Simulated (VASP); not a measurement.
# BaTiO3 (R3m) in VASP: notebook

Runs on BaTiO3. Level: PBE. Tasks: single point.

All numbers are computed with VASP 6.6.1; they aren't measurements. Logs are shortened: lines on timing, memory, paths and dates and some standing lists are left out, and cuts for length are marked.

### 1 The cell of the first run

The structure is trigonal, space group R3m (No. 160). Conventional cell: a = 5.655 Å, b = 5.655 Å, c = 6.953 Å, α = 90.00°, β = 90.00°, γ = 120.00°. Within 3.7 Å of Ba (site symmetry 3m) lie 12 O at 2.79 to 2.88 Å and 8 Ti at 3.38 to 3.57 Å. Ti (site symmetry 3m) has 6 O at 1.88 to 2.14 Å within 2.5 Å. O (site symmetry m) has 2 Ti at 1.88 to 2.14 Å within 2.5 Å.

### 2 Single point, PBE

Input file INCAR:

```
SYSTEM = BaTiO3
PREC = Accurate
ENCUT = 520
EDIFF = 1E-6
ISMEAR = 0
SIGMA = 0.02
LREAL = .FALSE.
LASPH = .TRUE.
NELM = 60
ALGO = Normal
ISIF = 2
LWAVE = .FALSE.
LCHARG = .FALSE.
GGA = PE
NBANDS = 28
```

Input file KPOINTS:

```
regular mesh
0
G
  6 6 6
  0 0 0
```

Input file POSCAR:

```
BaTiO3
1.0
    2.8276681575      1.6325549719      2.3177316080
   -2.8276681575      1.6325549719      2.3177316080
    0.0000000000     -3.2651099438      2.3177316080
Ba Ti O
1 1 3
Direct
    0.0000000000      0.0000000000      0.0000000000
    0.5140000000      0.5140000000      0.5140000000
    0.4916000000      0.4916000000      0.9815000000
    0.4916000000      0.9815000000      0.4916000000
    0.9815000000      0.4916000000      0.4916000000
```

Potentials or basis: VASP PAW PBE potentials, release 64 (Ba_sv, Ti_sv, O).

Run with:

```console
> cat potpaw_PBE.64/Ba_sv/POTCAR potpaw_PBE.64/Ti_sv/POTCAR potpaw_PBE.64/O/POTCAR > POTCAR
> mpirun -np 1 vasp_std > vasp.out
```

OUTCAR:

```text
SYSTEM = BaTiO3
   PREC = Accurate
   ENCUT = 520
   EDIFF = 1E-6
   ISMEAR = 0
   LREAL = .FALSE.
   LASPH = .TRUE.
   NELM = 60
   ISIF = 2
   GGA = PE

 ion  position               nearest neighbor table
   1  0.000  0.000  0.000-   3 2.79   4 2.79   5 2.79   5 2.83   4 2.83   4 2.83   5 2.83   3 2.83
                             3 2.83   3 2.88   4 2.88   5 2.88   2 3.38   2 3.43   2 3.43   2 3.43
   2  0.514  0.514  0.514-   3 1.88   4 1.88   5 1.88   3 2.14   4 2.14   5 2.14   1 3.38   1 3.43
                             1 3.43   1 3.43   1 3.50   1 3.50   1 3.50   1 3.57
   3  0.492  0.492  0.981-   2 1.88   2 2.14   1 2.79   1 2.83   1 2.83   1 2.88
   4  0.492  0.981  0.492-   2 1.88   2 2.14   1 2.79   1 2.83   1 2.83   1 2.88
   5  0.981  0.492  0.492-   2 1.88   2 2.14   1 2.79   1 2.83   1 2.83   1 2.88

  LATTYP: Found a trigonal (rhomboedric) cell.
 ALAT       =     4.0041007420
 COS(alpha) =     0.0025827226

  Lattice vectors:

 A1 = (   2.8276681575,   1.6325549719,   2.3177316080)
 A2 = (  -2.8276681575,   1.6325549719,   2.3177316080)
 A3 = (   0.0000000000,  -3.2651099438,   2.3177316080)

Analysis of symmetry for initial positions (statically):
=====================================================================
 Subroutine PRICEL returns:
 Original cell was already a primitive cell.

 Routine SETGRP: Setting up the symmetry group for a
 trigonal (rhombohedral) supercell.

 Subroutine GETGRP returns: Found  6 space group operations
 (whereof  6 operations were pure point group operations)
 out of a pool of 12 trial point group operations.

The static configuration has the point symmetry C_3v.

Analysis of symmetry for dynamics (positions and initial velocities):
=====================================================================
 Subroutine PRICEL returns:
 Original cell was already a primitive cell.

 Routine SETGRP: Setting up the symmetry group for a
 trigonal (rhombohedral) supercell.

 Subroutine GETGRP returns: Found  6 space group operations
 (whereof  6 operations were pure point group operations)
 out of a pool of 12 trial point group operations.

The dynamic configuration has the point symmetry C_3v.

 Subroutine INISYM returns: Found  6 space group operations
 (whereof  6 operations are pure point group operations),
 and found     1 'primitive' translations

----------------------------------------------------------------------------------------

[... 94 lines left out ...]
   LSORBIT =      F    spin-orbit coupling
   LASPH  =      T    aspherical Exc in radial PAW
   ENCUT  =  520.0 eV  38.22 Ry    6.18 a.u.   7.44  7.44  7.44*2*pi/ulx,y,z
   NELM   =     60;   NELMIN=  2; NELMDL= -5     # of ELM steps
   EDIFF  = 0.1E-05   stopping-criterion for ELM
   LREAL  =      F    real-space projection
   EDIFFG = 0.1E-04   stopping-criterion for IOM
   NSW    =      0    number of steps for IOM
   IBRION =     -1    ionic relax: 0-MD 1-quasi-New 2-CG
   NFREE  =      0    steps in history (QN), initial steepest desc. (CG)
   ISIF   =      2    stress and relaxation
   ISYM   =      2    0-nonsym 1-usesym 2-fastsym
   POTIM  = 0.5000    time-step for ionic-motion
   TEBEG  =    0.0;   TEEND  =   0.0 temperature during run
   PSTRESS=    0.0 pullay stress
   NELECT =      40.0000    total number of electrons
   NUPDOWN=      -1.0000    fix difference up-down
   EMIN   =  10.00;   EMAX   =-10.00  energy-range for DOS
   EFERMI =   0.00;   METHOD = LEGACY
   ISMEAR =     0;   SIGMA  =   0.02  broadening in eV -4-tet -1-fermi 0-gaus
   EFERMI_NEDOS =   21; number of points for ismear=-14 and -15
   IALGO  =     38    algorithm
   IMIX   =      4    mixing-type and parameters
     AMIX     =   0.40;   BMIX     =  1.00
     AMIX_MAG =   1.60;   BMIX_MAG =  1.00
  volume/ion in A,a.u.               =      12.84        86.64
  Fermi-wavevector in a.u.,A,eV,Ry     =   1.398271  2.642349 26.601582  1.955161
  Thomas-Fermi vector in A             =   2.521445
   LORBIT       =      0    0 simple, 1 ext, 2 COOP (PROOUT), +10 PAW based schemes
   GGA     = PE    functional components
   LHFCALC =     F    Hartree Fock is set to
   AEXX    =    0.0000 exact exchange contribution
   IVDW    =     0    specifies the selected vdW correction
   LEPSILON=     F    determine dielectric tensor
   LRPA    =     F    only Hartree local field effects (RPA)
 non-spin polarized calculation
 Gauss-broadening in eV      SIGMA  =   0.02
  energy-cutoff  :      520.00
  volume of cell :       64.20
 maximum number of plane-waves:      1750
 NGX is ok and might be reduce to    30
   NGX = 15   NGY = 15   NGZ = 15

 number of electron      40.0000004 magnetization

 Free energy of the ion-electron system (eV)
  ---------------------------------------------------
  ext. energy  EPLUGINS =         0.00000000
  ---------------------------------------------------
  free energy    TOTEN  =       -39.98975690 eV

  energy without entropy =      -39.98975690  energy(sigma->0) =      -39.98975690

 E-fermi :   3.8832     XC(G=0): -11.2356

 val. band max:        3.7731214241   @ k =   0.5000   0.5000   0.5000
 cond. band min:       6.1251541108   @ k =   0.0000   0.0000   0.0000
 fundamental gap:      2.3520326867
 Fermi energy:         3.8831952714

 k-point     1 :       0.0000    0.0000    0.0000
  band No.  band energies     occupation
      1     -52.5281      2.00000
      2     -28.7832      2.00000
      3     -28.7832      2.00000
      4     -28.7825      2.00000
      5     -21.0381      2.00000
      6     -13.0585      2.00000
[... 733 lines left out ...]
     27      11.9582      0.00000
     28      12.4203      0.00000

 [... further k-points ...]
[... 5 lines left out ...]
  --------------------------------------------------------------------------------------
  -------------------------------------------------------------------------------------
  Total        2.7741845      2.7741845      2.6390167     -0.0000000      0.0000000      0.0000000
  in kB       69.2365274     69.2365274     65.8630849     -0.0000000      0.0000000      0.0000000
  external PRESSURE =      68.1120465 kB  Pullay stress =       0.0000000 kB

 VOLUME and BASIS-vectors are now :
 -----------------------------------------------------------------------------
  energy-cutoff  :      520.00
  volume of cell :       64.20
      direct lattice vectors                 reciprocal lattice vectors
     2.827668157  1.632554972  2.317731608     0.176824143  0.102089467  0.143818780
    -2.827668157  1.632554972  2.317731608    -0.176824143  0.102089467  0.143818780
     0.000000000 -3.265109944  2.317731608     0.000000000 -0.204178934  0.143818780

 POSITION                                       TOTAL-FORCE (eV/Angst)
 -----------------------------------------------------------------------------------
      0.00000      0.00000      0.00000        -0.000000      0.000000      0.075696
      0.00000      0.00000      3.57394        -0.000000      0.000000     -0.135444
      0.00000     -1.59958      4.55365        -0.000000     -0.212393      0.019916
     -1.38527      0.79979      4.55365        -0.183937      0.106196      0.019916
      1.38527      0.79979      4.55365         0.183937      0.106196      0.019916
 -----------------------------------------------------------------------------------
    total drift:                               -0.000000      0.000004     -0.000927

  FREE ENERGIE OF THE ION-ELECTRON SYSTEM (eV)
  ---------------------------------------------------
  free  energy   TOTEN  =       -39.9897568964 eV

  energy  without entropy=      -39.9897568964  energy(sigma->0) =      -39.98975690
```

Wall time 48 s (1 thread of Intel Xeon Platinum 8259CL at 2.50GHz (Skylake/Cascade Lake), shared host); peak memory 0.2 GiB.

Results:

- Free energy: -39.9898 eV
- Pressure: 6.8 GPa
- Largest force: 0.213 eV/Å
- Band gap on the k mesh: 2.35 eV, indirect (least direct gap 2.74 eV)

Forces in eV/Å, atoms in the order of the input:
```
Ba   0.000  0.000  0.076
Ti   0.000  0.000 -0.135
O    0.000 -0.212  0.020
O   -0.184  0.106  0.020
O    0.184  0.106  0.020
```

Stress tensor (GPa, compression positive):
```
6.92 0.00 0.00
0.00 6.92 0.00
0.00 0.00 6.59
```

Caveat: spin-orbit coupling is left out, which moves the levels of the heavy elements. A k mesh can miss the band edges.

### 3 Single point, PBE

Input file INCAR:

```
  PREC = Accurate
  ENCUT = 520
  EDIFF = 1E-6
  ISMEAR = 0
  SIGMA = 0.02
  LREAL = F
  LASPH = T
  NELM = 80
  ALGO = Normal
  ISIF = 2
  LWAVE = F
  LCHARG = F
  GGA = PE
  NBANDS = 28
```

Input file KPOINTS:

```
regular mesh
0
Gamma
  6 6 6
```

POSCAR is that of step 2.

Potentials or basis: VASP PAW PBE potentials, release 64 (Ba_sv, Ti_sv, O).

Run with:

```console
> cat potpaw_PBE.64/Ba_sv/POTCAR potpaw_PBE.64/Ti_sv/POTCAR potpaw_PBE.64/O/POTCAR > POTCAR
> mpirun -np 1 vasp_std > vasp.out
```

OUTCAR:

```text
PREC = Accurate
   ENCUT = 520
   EDIFF = 1E-6
   ISMEAR = 0
   LREAL = F
   LASPH = T
   NELM = 80
   ISIF = 2
   GGA = PE

 ion  position               nearest neighbor table
   1  0.000  0.000  0.000-   3 2.79   4 2.79   5 2.79   5 2.83   4 2.83   4 2.83   5 2.83   3 2.83
                             3 2.83   3 2.88   4 2.88   5 2.88   2 3.38   2 3.43   2 3.43   2 3.43
   2  0.514  0.514  0.514-   3 1.88   4 1.88   5 1.88   3 2.14   4 2.14   5 2.14   1 3.38   1 3.43
                             1 3.43   1 3.43   1 3.50   1 3.50   1 3.50   1 3.57
   3  0.492  0.492  0.981-   2 1.88   2 2.14   1 2.79   1 2.83   1 2.83   1 2.88
   4  0.492  0.981  0.492-   2 1.88   2 2.14   1 2.79   1 2.83   1 2.83   1 2.88
   5  0.981  0.492  0.492-   2 1.88   2 2.14   1 2.79   1 2.83   1 2.83   1 2.88

  LATTYP: Found a trigonal (rhomboedric) cell.
 ALAT       =     4.0041007420
 COS(alpha) =     0.0025827226

  Lattice vectors:

 A1 = (   2.8276681575,   1.6325549719,   2.3177316080)
 A2 = (  -2.8276681575,   1.6325549719,   2.3177316080)
 A3 = (   0.0000000000,  -3.2651099438,   2.3177316080)

Analysis of symmetry for initial positions (statically):
=====================================================================
 Subroutine PRICEL returns:
 Original cell was already a primitive cell.

 Routine SETGRP: Setting up the symmetry group for a
 trigonal (rhombohedral) supercell.

 Subroutine GETGRP returns: Found  6 space group operations
 (whereof  6 operations were pure point group operations)
 out of a pool of 12 trial point group operations.

The static configuration has the point symmetry C_3v.

Analysis of symmetry for dynamics (positions and initial velocities):
=====================================================================
 Subroutine PRICEL returns:
 Original cell was already a primitive cell.

 Routine SETGRP: Setting up the symmetry group for a
 trigonal (rhombohedral) supercell.

 Subroutine GETGRP returns: Found  6 space group operations
[... 125 lines left out ...]
   EFERMI_NEDOS =   21; number of points for ismear=-14 and -15
   IALGO  =     38    algorithm
   IMIX   =      4    mixing-type and parameters
     AMIX     =   0.40;   BMIX     =  1.00
     AMIX_MAG =   1.60;   BMIX_MAG =  1.00
  volume/ion in A,a.u.               =      12.84        86.64
  Fermi-wavevector in a.u.,A,eV,Ry     =   1.398271  2.642349 26.601582  1.955161
  Thomas-Fermi vector in A             =   2.521445
   LORBIT       =      0    0 simple, 1 ext, 2 COOP (PROOUT), +10 PAW based schemes
   GGA     = PE    functional components
   LHFCALC =     F    Hartree Fock is set to
   AEXX    =    0.0000 exact exchange contribution
   IVDW    =     0    specifies the selected vdW correction
   LEPSILON=     F    determine dielectric tensor
   LRPA    =     F    only Hartree local field effects (RPA)
 non-spin polarized calculation
 Gauss-broadening in eV      SIGMA  =   0.02
  energy-cutoff  :      520.00
  volume of cell :       64.20
 maximum number of plane-waves:      1750
 NGX is ok and might be reduce to    30
   NGX = 15   NGY = 15   NGZ = 15

 number of electron      40.0000004 magnetization

 Free energy of the ion-electron system (eV)
  ---------------------------------------------------
  ext. energy  EPLUGINS =         0.00000000
  ---------------------------------------------------
  free energy    TOTEN  =       -39.98975690 eV

  energy without entropy =      -39.98975690  energy(sigma->0) =      -39.98975690

 E-fermi :   3.8832     XC(G=0): -11.2356

 val. band max:        3.7731214241   @ k =   0.5000   0.5000   0.5000
 cond. band min:       6.1251541108   @ k =   0.0000   0.0000   0.0000
 fundamental gap:      2.3520326867
 Fermi energy:         3.8831952714

 k-point     1 :       0.0000    0.0000    0.0000
  band No.  band energies     occupation
      1     -52.5281      2.00000
      2     -28.7832      2.00000
      3     -28.7832      2.00000
      4     -28.7825      2.00000
      5     -21.0381      2.00000
      6     -13.0585      2.00000
[... 733 lines left out ...]
     27      11.9582      0.00000
     28      12.4203      0.00000

 [... further k-points ...]
[... 5 lines left out ...]
  --------------------------------------------------------------------------------------
  -------------------------------------------------------------------------------------
  Total        2.7741845      2.7741845      2.6390167     -0.0000000      0.0000000      0.0000000
  in kB       69.2365274     69.2365274     65.8630849     -0.0000000      0.0000000      0.0000000
  external PRESSURE =      68.1120465 kB  Pullay stress =       0.0000000 kB

 VOLUME and BASIS-vectors are now :
 -----------------------------------------------------------------------------
  energy-cutoff  :      520.00
  volume of cell :       64.20
      direct lattice vectors                 reciprocal lattice vectors
     2.827668157  1.632554972  2.317731608     0.176824143  0.102089467  0.143818780
    -2.827668157  1.632554972  2.317731608    -0.176824143  0.102089467  0.143818780
     0.000000000 -3.265109944  2.317731608     0.000000000 -0.204178934  0.143818780

 POSITION                                       TOTAL-FORCE (eV/Angst)
 -----------------------------------------------------------------------------------
      0.00000      0.00000      0.00000        -0.000000      0.000000      0.075696
      0.00000      0.00000      3.57394        -0.000000      0.000000     -0.135444
      0.00000     -1.59958      4.55365        -0.000000     -0.212393      0.019916
     -1.38527      0.79979      4.55365        -0.183937      0.106196      0.019916
      1.38527      0.79979      4.55365         0.183937      0.106196      0.019916
 -----------------------------------------------------------------------------------
    total drift:                               -0.000000      0.000004     -0.000927

  FREE ENERGIE OF THE ION-ELECTRON SYSTEM (eV)
  ---------------------------------------------------
  free  energy   TOTEN  =       -39.9897568964 eV

  energy  without entropy=      -39.9897568964  energy(sigma->0) =      -39.98975690
```

stdout:

```text
POSCAR found type information on POSCAR BaTiO
 POSCAR found :  3 types and       5 ions
 scaLAPACK will be used
 LDA part: xc-table for (Slater+PW92), standard interpolation
 POSCAR, INCAR and KPOINTS ok, starting setup
 FFT: planning ... GRIDC
 FFT: planning ... GRID_SOFT
 FFT: planning ... GRID
 WAVECAR not read
 entering main loop
```

Wall time 32 s (1 thread of Intel Xeon Platinum 8559C (Emerald Rapids), shared host); peak memory 0.2 GiB.

Results:

- Free energy: -39.9898 eV
- Pressure: 6.8 GPa
- Largest force: 0.213 eV/Å
- Band gap on the k mesh: 2.35 eV, indirect (least direct gap 2.74 eV)

Forces on the atoms (eV/Å):
```
Ba   0.000  0.000  0.076
Ti   0.000  0.000 -0.135
O    0.000 -0.212  0.020
O   -0.184  0.106  0.020
O    0.184  0.106  0.020
```

Caveat: spin-orbit coupling is left out, which moves the levels of the heavy elements.

### 4 Single point, PBE

Input file INCAR:

```
SYSTEM = BaTiO3
PREC = Accurate
ENCUT = 910
EDIFF = 1E-6
ISMEAR = 0
SIGMA = 0.02
LREAL = .FALSE.
LASPH = .TRUE.
NELM = 120
ALGO = Normal
ISIF = 2
LWAVE = .FALSE.
LCHARG = .FALSE.
GGA = PE
NBANDS = 28
GGA_COMPAT = .FALSE.
```

Input file KPOINTS:

```
regular mesh
0
G
  6 6 6
  0 0 0
```

POSCAR is that of step 3.

Potentials or basis: VASP PAW PBE potentials, release 64 (Ba_sv, Ti_sv, O_h).

Run with:

```console
> cat potpaw_PBE.64/Ba_sv/POTCAR potpaw_PBE.64/Ti_sv/POTCAR potpaw_PBE.64/O_h/POTCAR > POTCAR
> mpirun -np 1 vasp_std > vasp.out
```

Run time: 2.1 min. Hardware: 1 thread of Intel Xeon Platinum 8259CL at 2.50GHz (Skylake/Cascade Lake), shared host; peak memory 0.33 GiB.

It converged, with:

```yaml
Free_energy: -40.0173 eV
Pressure: 6.4 GPa
Largest_force: 0.197 eV/Å
Band_gap_on_the_k_mesh: 2.36 eV, indirect (least direct gap 2.74 eV)
```

Forces in eV/Å, atoms in the order of the input:
```
Ba   0.000  0.000  0.073
Ti   0.000  0.000 -0.099
O    0.000 -0.197  0.009
O   -0.171  0.099  0.009
O    0.171  0.099  0.009
```

Stress tensor (GPa, compression positive):
```
6.53 0.00 0.00
0.00 6.53 0.00
0.00 0.00 6.15
```

Levels at points of the mesh, in eV from the valence-band top:
```csv
k point,band 18,band 19,band 20,band 21,band 22,band 23
"(0.00, 0.00, 0.00)",-0.51,-0.39,-0.39,2.36,2.36,2.48
"(0.50, 0.00, 0.00)",-1.63,-0.94,-0.83,2.52,3.78,3.87
"(0.50, 0.50, 0.00)",-0.89,-0.85,-0.09,3.85,3.85,4.19
"(0.50, 0.50, 0.50)",-0.02,-0.02,0.00,4.34,4.48,4.48
```

Caveat: the cutoff is under 1.25 times the usual one of these potentials, so pressure, stress and relaxed cells hold a basis-set (Pulay) error; spin-orbit coupling is left out, which moves the levels of the heavy elements. A k mesh can miss the band edges.
